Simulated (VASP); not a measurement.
# FeAu (R-3m) in VASP: further runs

Aim: see how the results for FeAu move with the level of theory and the settings. Levels: RPBE, PBE, LDA. Tasks: single point.

Program: VASP 6.6.1. These are calculated values, not measurements. Logs are shortened: lines on timing, memory, paths and dates and some standing lists are left out, and cuts for length are marked.

### Step 1. The cell of the first run

The structure is trigonal, space group R-3m (No. 166). The conventional cell has a = 2.823 Å, b = 2.823 Å, c = 13.408 Å, α = 90.00°, β = 90.00°, γ = 120.00°. Fe (site symmetry -3m) has 6 Au at 2.77 Å and 6 Fe at 2.82 Å within 3.6 Å. Au (site symmetry -3m) has 6 Fe at 2.77 Å and 6 Au at 2.82 Å within 3.6 Å.

### Step 2. Single point, RPBE, collinear spin, ferromagnetic start

Contents of INCAR:

```
SYSTEM = FeAu
ALGO = Normal
EDIFF = 1E-6
ENCUT = 520
GGA = RP
ISIF = 2
ISMEAR = 0
ISPIN = 2
LASPH = .TRUE.
LCHARG = .TRUE.
LELF = .TRUE.
LMAXMIX = 4
LORBIT = 11
LREAL = .FALSE.
LVHAR = .TRUE.
LWAVE = .FALSE.
MAGMOM = 3.23 0
NBANDS = 20
NELM = 150
PREC = Accurate
SIGMA = 0.1
```

Contents of KPOINTS:

```
k-points
0
G
  3 3 3
  0 0 0
```

Contents of POSCAR:

```
FeAu
1.0
    1.4117478522      0.8150730025      4.4694532999
   -1.4117478522      0.8150730025      4.4694532999
    0.0000000000     -1.6301460050      4.4694532999
Fe Au
1 1
Direct
    0.5000000000      0.5000000000      0.5000000000
    0.0000000000      0.0000000000      0.0000000000
```

Potentials or basis: VASP PAW PBE potentials, release 64 (Fe, Au).

Command:

```
$ cat potpaw_PBE.64/Fe/POTCAR potpaw_PBE.64/Au/POTCAR > POTCAR
$ mpirun -np 1 vasp_std > vasp.out
```

OUTCAR:

```text
SYSTEM = FeAu
   EDIFF = 1E-6
   ENCUT = 520
   GGA = RP
   ISIF = 2
   ISMEAR = 0
   ISPIN = 2
   LASPH = .TRUE.
   LORBIT = 11
   LREAL = .FALSE.
   NELM = 150
   PREC = Accurate

 ion  position               nearest neighbor table
   1  0.500  0.500  0.500-   2 2.77   2 2.77   2 2.77   2 2.77   2 2.77   2 2.77
   2  0.000  0.000  0.000-   1 2.77   1 2.77   1 2.77   1 2.77   1 2.77   1 2.77

  LATTYP: Found a trigonal (rhomboedric) cell.
 ALAT       =     4.7574561267
 COS(alpha) =     0.8238856747

  Lattice vectors:

 A1 = (   1.4117478522,   0.8150730025,   4.4694532999)
 A2 = (  -1.4117478522,   0.8150730025,   4.4694532999)
 A3 = (   0.0000000000,  -1.6301460050,   4.4694532999)

Analysis of symmetry for initial positions (statically):
=====================================================================
 Subroutine PRICEL returns:
 Original cell was already a primitive cell.

 Routine SETGRP: Setting up the symmetry group for a
 trigonal (rhombohedral) supercell.

 Subroutine GETGRP returns: Found 12 space group operations
 (whereof 12 operations were pure point group operations)
 out of a pool of 12 trial point group operations.

The static configuration has the point symmetry D_3d.

Analysis of symmetry for dynamics (positions and initial velocities):
=====================================================================
 Subroutine PRICEL returns:
 Original cell was already a primitive cell.

 Routine SETGRP: Setting up the symmetry group for a
 trigonal (rhombohedral) supercell.

 Subroutine GETGRP returns: Found 12 space group operations
 (whereof 12 operations were pure point group operations)
 out of a pool of 12 trial point group operations.

The dynamic configuration has the point symmetry D_3d.

Analysis of structural, dynamic, and magnetic symmetry:
=====================================================================
 Subroutine PRICEL returns:
 Original cell was already a primitive cell.

 Routine SETGRP: Setting up the symmetry group for a
 trigonal (rhombohedral) supercell.

 Subroutine GETGRP returns: Found 12 space group operations
 (whereof 12 operations were pure point group operations)
 out of a pool of 12 trial point group operations.

The overall configuration has the point symmetry D_3d.

 Subroutine INISYM returns: Found 12 space group operations
 (whereof 12 operations are pure point group operations),
 and found     1 'primitive' translations

[... 96 lines left out ...]
  volume/ion in A,a.u.               =      15.43       104.12
  Fermi-wavevector in a.u.,A,eV,Ry     =   1.392749  2.631914 26.391907  1.939750
  Thomas-Fermi vector in A             =   2.516462
   LORBIT       =     11    0 simple, 1 ext, 2 COOP (PROOUT), +10 PAW based schemes
   GGA     = RP    functional components
   LHFCALC =     F    Hartree Fock is set to
   AEXX    =    0.0000 exact exchange contribution
   IVDW    =     0    specifies the selected vdW correction
   LEPSILON=     F    determine dielectric tensor
   LRPA    =     F    only Hartree local field effects (RPA)
 spin polarized calculation
 Gauss-broadening in eV      SIGMA  =   0.10
  energy-cutoff  :      520.00
  volume of cell :       30.86
 maximum number of plane-waves:       838
   NGX = 17   NGY = 17   NGZ = 17

 number of electron      19.0000004 magnetization       3.0882118

 Free energy of the ion-electron system (eV)
  ---------------------------------------------------
  ext. energy  EPLUGINS =         0.00000000
  ---------------------------------------------------
  free energy    TOTEN  =       -10.41270974 eV

  energy without entropy =      -10.39652834  energy(sigma->0) =      -10.40461904

 E-fermi :   7.4991     XC(G=0): -12.3262

 val. band max:        7.4642293871   @ k =  -0.3333   0.3333   0.3333
 cond. band min:       7.5801366559   @ k =  -0.3333   0.3333   0.0000
 fundamental gap:      0.1159072687
 Fermi energy:         7.4991009005

 spin component 1

 k-point     1 :       0.0000    0.0000    0.0000
  band No.  band energies     occupation
      1      -1.7844      1.00000
      2       0.9612      1.00000
      3       2.7776      1.00000
      4       2.7776      1.00000
      5       3.8335      1.00000
      6       3.8335      1.00000
[... 114 lines left out ...]
      6       3.9672      1.00000
[... 12 lines left out ...]
     19      25.6281      0.00000
     20      26.0522      0.00000
 Fermi energy:         7.4991009005

 spin component 2

 k-point     1 :       0.0000    0.0000    0.0000
  band No.  band energies     occupation
      1      -1.7249      1.00000
      2       1.1047      1.00000
      3       2.9092      1.00000
      4       2.9092      1.00000
      5       4.2847      1.00000
      6       4.2847      1.00000
[... 127 lines left out ...]
     19      25.8560      0.00000
     20      26.2186      0.00000

------------------------ aborting loop because EDIFF is reached ----------------------------------------

  FORCE on cell =-STRESS in cart. coord.  units (eV):
  Direction    XX          YY          ZZ          XY          YZ          ZX
  --------------------------------------------------------------------------------------
  -------------------------------------------------------------------------------------
  Total       -0.0027688     -0.0027688      0.7809826      0.0000000     -0.0000000      0.0000000
  in kB       -0.1437613     -0.1437613     40.5501663      0.0000000     -0.0000000      0.0000000
  external PRESSURE =      13.4208812 kB  Pullay stress =       0.0000000 kB

 VOLUME and BASIS-vectors are now :
 -----------------------------------------------------------------------------
  energy-cutoff  :      520.00
  volume of cell :       30.86
      direct lattice vectors                 reciprocal lattice vectors
     1.411747852  0.815073003  4.469453300     0.354170895  0.204480661  0.074580337
    -1.411747852  0.815073003  4.469453300    -0.354170895  0.204480661  0.074580337
     0.000000000 -1.630146005  4.469453300     0.000000000 -0.408961323  0.074580337

 POSITION                                       TOTAL-FORCE (eV/Angst)
 -----------------------------------------------------------------------------------
      0.00000      0.00000      6.70418         0.000000      0.000000      0.000000
      0.00000      0.00000      0.00000         0.000000     -0.000000     -0.000000
 -----------------------------------------------------------------------------------
    total drift:                                0.000000     -0.000000      0.000000

  FREE ENERGIE OF THE ION-ELECTRON SYSTEM (eV)
  ---------------------------------------------------
  free  energy   TOTEN  =       -10.4127097418 eV

  energy  without entropy=      -10.3965283390  energy(sigma->0) =      -10.40461904

 total charge

# of ion       s       p       d       tot
------------------------------------------
    1        0.373   0.363   6.061   6.797
    2        0.619   0.460   8.680   9.759
--------------------------------------------------
tot          0.993   0.822  14.741  16.556

 magnetization (x)

# of ion       s       p       d       tot
------------------------------------------
    1        0.004  -0.019   3.054   3.039
    2       -0.025  -0.032   0.125   0.068
--------------------------------------------------
tot         -0.021  -0.051   3.179   3.107
```

stdout:

```text
POSCAR found type information on POSCAR FeAu
 POSCAR found :  2 types and       2 ions
 scaLAPACK will be used
 -----------------------------------------------------------------------------
|                                                                             |
|                                                                             |
|     You enforced a specific xc type in the INCAR file but a different       |
|     I HOPE YOU KNOW WHAT YOU ARE DOING!                                     |
|                                                                             |
 -----------------------------------------------------------------------------

 LDA part: xc-table for (Slater+PW92), standard interpolation
 POSCAR, INCAR and KPOINTS ok, starting setup
 FFT: planning ... GRIDC
 FFT: planning ... GRID_SOFT
 FFT: planning ... GRID
 WAVECAR not read
 entering main loop
```

Run time: 19 s. Hardware: 1 thread of Intel Xeon Platinum 8375C at 2.90GHz (Ice Lake), shared host; peak memory 0.24 GiB.

What came out:

* Free energy: -10.4127 eV
* Pressure: 1.3 GPa
* Net moment: 3.09 μB per cell
* Site moments: Fe +3.04; Au +0.07 μB
* Valence electrons inside the program's atomic spheres: Fe 6.80; Au 9.76

Stress tensor (GPa, compression positive):
```
-0.01  0.00  0.00
 0.00 -0.01  0.00
 0.00  0.00  4.06
```

Caveat: the k points lie up to 0.87 Å⁻¹ apart; the PAW data sets were made with another functional, which shifts forces and pressure a little; spin-orbit coupling is left out, which moves the levels of the heavy elements.

(Continued in part 2 of 3.)
